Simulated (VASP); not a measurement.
# Ru (Pm-3m) in VASP: a series of runs, part 2 of 2

VASP 6.6.1. The steps go on from the part before.

## 5. Relaxation of cell and atoms, PBEsol, target pressure 240 GPa, at which the enthalpy is minimised

File INCAR:

```
PREC = Accurate ; ENCUT = 600
EDIFF = 1E-6 ; ISMEAR = -1
SIGMA = 0.05 ; LREAL = False
LASPH = True ; NELM = 100
ALGO = Normal ; ISIF = 3
LWAVE = False ; LCHARG = False
GGA = PS ; IBRION = 2
NSW = 32 ; EDIFFG = -0.005
PSTRESS = 2400.0
```

File KPOINTS:

```
Automatic mesh
0
Gamma
  18 18 18
```

File POSCAR:

```
Ru
1.0
    2.1746784103      0.0000000000      0.0000000000
    0.0000000000      2.1746784103      0.0000000000
    0.0000000000      0.0000000000      2.1746784103
Ru
1
Direct
    0.0000000000      0.0000000000      0.0000000000
```

Potentials or basis: VASP PAW PBE potentials, release 64 (Ru_pv).

Launch:

```
$ cat potpaw_PBE.64/Ru_pv/POTCAR > POTCAR
$ mpirun -np 1 vasp_std > vasp.out
```

OUTCAR:

```text
PREC = Accurate
   ENCUT = 600
   EDIFF = 1E-6
   ISMEAR = -1
   LREAL = False
   LASPH = True
   NELM = 100
   ISIF = 3
   GGA = PS
   IBRION = 2
   NSW = 32
   EDIFFG = -0.005
   PSTRESS = 2400.0

 ion  position               nearest neighbor table
   1  0.000  0.000  0.000-

  LATTYP: Found a simple cubic cell.
 ALAT       =     2.1746784103

  Lattice vectors:

 A1 = (   2.1746784103,   0.0000000000,   0.0000000000)
 A2 = (   0.0000000000,   2.1746784103,   0.0000000000)
 A3 = (   0.0000000000,   0.0000000000,   2.1746784103)

Analysis of symmetry for initial positions (statically):
=====================================================================
 Subroutine PRICEL returns:
 Original cell was already a primitive cell.

 Routine SETGRP: Setting up the symmetry group for a
 simple cubic supercell.

 Subroutine GETGRP returns: Found 48 space group operations
 (whereof 48 operations were pure point group operations)
 out of a pool of 48 trial point group operations.

The static configuration has the point symmetry O_h .

Analysis of symmetry for dynamics (positions and initial velocities):
=====================================================================
 Subroutine PRICEL returns:
 Original cell was already a primitive cell.

 Routine SETGRP: Setting up the symmetry group for a
 simple cubic supercell.

 Subroutine GETGRP returns: Found 48 space group operations
 (whereof 48 operations were pure point group operations)
 out of a pool of 48 trial point group operations.

The dynamic configuration has the point symmetry O_h .

 Subroutine INISYM returns: Found 48 space group operations
 (whereof 48 operations are pure point group operations),
 and found     1 'primitive' translations

----------------------------------------------------------------------------------------

                                     Primitive cell

[... 124 lines left out ...]
 NGX is ok and might be reduce to    18
   NGX =  9   NGY =  9   NGZ =  9

--------------------------------------- Ionic step        1  -------------------------------------------

 number of electron      14.0000004 magnetization

 Free energy of the ion-electron system (eV)
  ---------------------------------------------------
  ext. energy  EPLUGINS =         0.00000000
  ---------------------------------------------------
  free energy    TOTEN  =        -6.30148434 eV

  energy without entropy =       -6.29546081  energy(sigma->0) =       -6.29847257

------------------------ aborting loop because EDIFF is reached ----------------------------------------

  FORCE on cell =-STRESS in cart. coord.  units (eV):
  Direction    XX          YY          ZZ          XY          YZ          ZX
  --------------------------------------------------------------------------------------
  -------------------------------------------------------------------------------------
  Total       15.7569641     15.7569641     15.7569641      0.0000000      0.0000000      0.0000000
  in kB     2454.6975993   2454.6975993   2454.6975993      0.0000000      0.0000000      0.0000000
  external PRESSURE =      54.6975993 kB  Pullay stress =    2400.0000000 kB
[... 98 lines left out ...]
--------------------------------------- Ionic step        4  -------------------------------------------

 number of electron      14.0000004 magnetization

 Free energy of the ion-electron system (eV)
  ---------------------------------------------------
  ext. energy  EPLUGINS =         0.00000000
  ---------------------------------------------------
  free energy    TOTEN  =        -6.37467248 eV

  energy without entropy =       -6.36855181  energy(sigma->0) =       -6.37161214

 E-fermi :  18.8051     XC(G=0): -15.8572

 val. band max:       18.8004717126   @ k =   0.2778   0.1111   0.0556
 cond. band min:      18.8102123840   @ k =   0.2778   0.2778   0.0000
 fundamental gap:      0.0097406714
 Fermi energy:        18.8050849381

 k-point     1 :       0.0000    0.0000    0.0000
  band No.  band energies     occupation
      1     -23.7887      2.00000
      2     -23.7887      2.00000
      3     -23.7887      2.00000
      4       9.0577      2.00000
      5       9.3569      2.00000
      6       9.3569      2.00000
      7      21.9320      0.00000
      8      21.9320      0.00000
      9      21.9320      0.00000
     10      29.2426      0.00000
     11      38.8054      0.00000
[... 309 lines left out ...]
 k-point    24 :       0.3333    0.1111    0.0000
  band No.  band energies     occupation
      1     -26.5089      2.00000
      2     -23.9728      2.00000
      3     -23.4825      2.00000
      4      10.7756      2.00000
      5      11.9561      2.00000
      6      14.8198      2.00000
      7      17.8570      2.00000
      8      18.6862      1.83033
      9      21.6169      0.00000
     10      29.2376      0.00000
     11      31.2459      0.00000

 [... further k-points ...]

------------------------ aborting loop because EDIFF is reached ----------------------------------------

  FORCE on cell =-STRESS in cart. coord.  units (eV):
  Direction    XX          YY          ZZ          XY          YZ          ZX
  --------------------------------------------------------------------------------------
  -------------------------------------------------------------------------------------
  Total       15.4764865     15.4764865     15.4764865      0.0000000      0.0000000     -0.0000000
  in kB     2399.7310151   2399.7310151   2399.7310151      0.0000000      0.0000000     -0.0000000
  external PRESSURE =      -0.2689849 kB  Pullay stress =    2400.0000000 kB
[... 20 lines left out ...]
  energy  without entropy=       -6.3685518097  energy(sigma->0) =       -6.37161214

  enthalpy is  TOTEN    =         9.1035488159 eV   P V=       15.4782212933

 reached required accuracy - stopping structural energy minimisation
```

CONTCAR:

```text
Ru
   1.00000000000000
     2.1780781789279233   -0.0000000000000000    0.0000000000000000
     0.0000000000000000    2.1780781789279233   -0.0000000000000000
    -0.0000000000000000    0.0000000000000000    2.1780781789279233
  Ru
     1
Direct
     0.0000000000000000    0.0000000000000000    0.0000000000000000

  0.00000000E+00  0.00000000E+00  0.00000000E+00
```

Wall time 63 s (1 thread of Intel Xeon 8259CL, shared host); peak memory 0.15 GiB.

Results:

```yaml
Free_energy: -6.3747 eV
Relaxed_volume: 10.33 Å³/atom
Relaxed_cell: a = 2.178 Å, b = 2.178 Å, c = 2.178 Å, α = 90.00°, β = 90.00°, γ = 90.00°
Space_group_after_relaxing_to_0.1_Å: Pm-3m (No. 221)
Energy_change_on_relaxing_the_run_minimises_the_enthalpy: -73.2 meV/atom
Ionic_steps: 4
Pressure_after_relaxing: 240.0 GPa
Band_gap_on_the_k_mesh: zero (bands 7 and 8 overlap by 8.77 eV)
```

The path:
| step | energy change (eV) | largest force (eV/Å) | pressure (GPa) | volume (Å³) |
| --- | --- | --- | --- | --- |
| 1 | 0.0000 | 0.0000 | 245.47 | 10.28 |
| 2 | -0.7201 | 0.0000 | 190.69 | 10.82 |
| 3 | -0.0747 | 0.0000 | 239.92 | 10.33 |
| 4 | -0.0732 | 0.0000 | 239.97 | 10.33 |

Final structure:
```xyz
1
Lattice="2.1781 0.0000 0.0000 0.0000 2.1781 0.0000 0.0000 0.0000 2.1781" Properties=species:S:1:pos:R:3 pbc="T T T"
Ru    0.0000    0.0000    0.0000
```

Levels at points of the mesh, in eV from the Fermi level:
```tsv
k point	band 5	band 6	band 7	band 8	band 9	band 10
(0.00, 0.00, 0.00)	-9.45	-9.45	3.13	3.13	3.13	10.44
(0.50, 0.00, 0.00)	-6.51	-2.09	-2.09	-0.86	3.68	10.43
(0.50, 0.50, 0.00)	-5.78	-1.02	-1.02	6.73	7.58	7.58
(0.50, 0.50, 0.50)	-8.87	-8.87	6.86	7.11	7.11	10.43
```

Caveat: the cell is relaxed towards a set pressure, so the run minimises the enthalpy, not the energy; the PAW data sets were made with another functional, which shifts forces and pressure a little.

## 6. Overview

```tsv
task	cell	cutoff (eV)	gap on the mesh (eV)	pressure (GPa)
single point	a = 2.175 Å, 1 atom	520	none	245.1
relaxation of cell and atoms	relaxed to 240 GPa from a = 2.162 Å, 1 atom	600	none	239.9
relaxation of cell and atoms	relaxed to 240 GPa from a = 2.175 Å, 1 atom	600	none	240.0
```

Alike in all rows: level PBEsol; potentials or basis VASP PAW PBE potentials, release 64 (Ru_pv); no spin polarisation; k mesh 18 × 18 × 18; smearing fermi-dirac 0.05 eV.

Caveats: the PAW data sets were made with another functional, which shifts forces and pressure a little; the cell is relaxed towards a set pressure, so the run minimises the enthalpy, not the energy (at least some runs); the cell stands under pressure (at least some runs).

Absolute energies hang on the potentials; compare differences alone.
